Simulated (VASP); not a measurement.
Runs of VASP 6.6.1 on CsH. The structure is that of space group Fm-3m (No. 225), or close to it. The cells are those of the table. 

```csv
cell,gap on the mesh (eV),pressure (GPa)
"a = 4.148 Å, angles 60.0°, 2 atoms",1.49,1.8
"a = 4.689 Å, angles 60.0°, 2 atoms",2.07,-1.9
"a = 4.780, b = 4.780, c = 4.689 Å, angles 60.6, 60.6, 58.7°, 2 atoms",(b),-2.0
"a = 4.600, b = 4.600, c = 4.509 Å, angles 60.7, 60.7, 58.7°, 2 atoms",1.98,(a)
"a = 4.239, b = 4.239, c = 4.148 Å, angles 60.7, 60.7, 58.6°, 2 atoms",1.56,1.2
"a = 4.419, b = 4.419, c = 4.328 Å, angles 60.7, 60.7, 58.6°, 2 atoms",1.80,-0.5
"a = 4.869 Å, angles 60.0°, 2 atoms",2.14,-2.2
```

Alike in all rows: task single point; level LDA; potentials or basis VASP PAW LDA potentials, release 64 (Cs_sv, H); no spin polarisation; k mesh 8 × 8 × 8; cutoff (eV) 520; smearing gaussian 0.05 eV.

Task: Fill in the values left out.

Result: (a) -1.5; (b) 2.09.

Caveats: spin-orbit coupling is left out, which moves the levels of the heavy elements.

A k mesh can miss the band edges, and the runs leave out spin-orbit coupling on Cs.
